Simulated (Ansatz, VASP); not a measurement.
# BaHfO3 in VASP and in Ansatz

```
Ba Hf O
1.0
     4.15812    0.00000    0.00000
     0.00000    4.15812    0.00000
     0.00000    0.00000    4.15812
Ba Hf O
1 1 3
Direct
  0.00000 0.00000 0.00000
  0.50000 0.50000 0.50000
  0.50000 0.50000 0.00000
  0.00000 0.50000 0.50000
  0.50000 0.00000 0.50000
```

Alike in both runs: functional PBEsol; k mesh 6 × 6 × 6; occupations gaussian, width 0.02 eV; no spin polarisation.

Ansatz relaxed the structure, and its values are those at the end. VASP's run is a single point on that final structure, the one shown.

```csv
,VASP,Ansatz
version,VASP 6.6.1,Ansatz 0.2.0
potentials or method,"VASP PAW PBE potentials, release 64 (Ba_sv, Hf_pv, O), cutoff 600 eV","scalar-relativistic, plane waves, PAW"
valence electrons in the cell,38,54
```

```csv
,VASP,Ansatz,Ansatz less VASP
gap on the k mesh at the Fermi level (eV),3.50,3.59,+0.088
least direct gap on the mesh (eV),3.70,3.67,-0.031
pressure (GPa),-0.6,0.0,+0.57
```

VASP's potentials were made for PBE, not for PBEsol, and Ansatz warns of the same on its side. VASP's potentials hold 38 valence electrons a cell and Ansatz's 54, so a difference there can come from the potentials and not from the codes.

Neither program's run includes spin-orbit coupling.
